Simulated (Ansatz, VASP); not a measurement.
**BN: VASP beside Ansatz**

File INCAR:

```
SYSTEM = BN
ALGO = Normal
EDIFF = 1E-7
ENCUT = 520
GGA = PE
ISIF = 2
ISMEAR = 0
IVDW = 12
LASPH = .TRUE.
LCHARG = .FALSE.
LREAL = .FALSE.
LWAVE = .FALSE.
NBANDS = 26
NELM = 80
PREC = Accurate
SIGMA = 0.05
```

Contents of KPOINTS:

```
k-points
0
G
  6 6 6
  0 0 0
```

POSCAR

```
BN
1.0
    0.0000000000      0.0000000000      4.3376638211
    2.5076849351      3.3394821895      2.1688319106
   -2.5076849351      3.3394821895      2.1688319106
B N
4 4
Direct
    0.4616760485      0.7500000000      0.2500000000
    0.5001068737      0.2500000000      0.7500000000
    0.0001068737      0.5000000000      0.5000000000
    0.0001068737      1.0000000000      0.0000000000
    0.1665931163      0.7500000000      0.2500000000
    0.1665931163      0.2500000000      0.7500000000
    0.6665931163      0.5000000000      0.5000000000
    0.6665931163      0.0000000000      0.0000000000
```

Input for Ansatz:

```yaml
crystal:
  lattice:
    - [0.0, 0.0, 4.3376638211]
    - [2.5076849351, 3.3394821895, 2.1688319106]
    - [-2.5076849351, 3.3394821895, 2.1688319106]
  atoms:
    - { symbol: B, position: [0.4616760485, 0.75, 0.25] }
    - { symbol: B, position: [0.5001068737, 0.25, 0.75] }
    - { symbol: B, position: [0.0001068737, 0.5, 0.5] }
    - { symbol: B, position: [0.0001068737, 1.0, 0.0] }
    - { symbol: "N", position: [0.1665931163, 0.75, 0.25] }
    - { symbol: "N", position: [0.1665931163, 0.25, 0.75] }
    - { symbol: "N", position: [0.6665931163, 0.5, 0.5] }
    - { symbol: "N", position: [0.6665931163, 0.0, 0.0] }
basis:
  ecutwfc: 420
kpoints:
  mp_grid: { grid: [6, 6, 6] }
hamiltonian:
  xc: pbe
  dispersion: d3bj
scf:
  occupations: { method: gaussian, width: 0.05 }
output:
  forces: true
  stress: true
  eigenvalues: true
```

Alike in both runs: task single point; functional PBE; dispersion D3(BJ); k mesh 6 × 6 × 6; occupations gaussian, width 0.05 eV; no spin polarisation.

```csv
,VASP,Ansatz
version,VASP 6.6.1,Ansatz 0.2.0
potentials or method,"VASP PAW PBE potentials, release 64 (B, N), cutoff 520 eV","scalar-relativistic, plane waves, PAW"
valence electrons in the cell,32,32
```

VASP gave:

- gap on the k mesh at the Fermi level (eV): 3.29
- least direct gap on the mesh (eV): 3.67
- pressure (GPa): 3.3
- traceless stress, the component that is largest in VASP (GPa): 8.50
- rms of the force components (eV/Å): 2.616

Problem. What did Ansatz give for the same quantities?

Solution. gap on the k mesh at the Fermi level (eV): 3.30; least direct gap on the mesh (eV): 3.67; pressure (GPa): 3.3; traceless stress, the component that is largest in VASP (GPa): 8.40; rms of the force components (eV/Å): 2.616.

Atom by atom the forces differ by 0.003 eV/Å (rms over components).
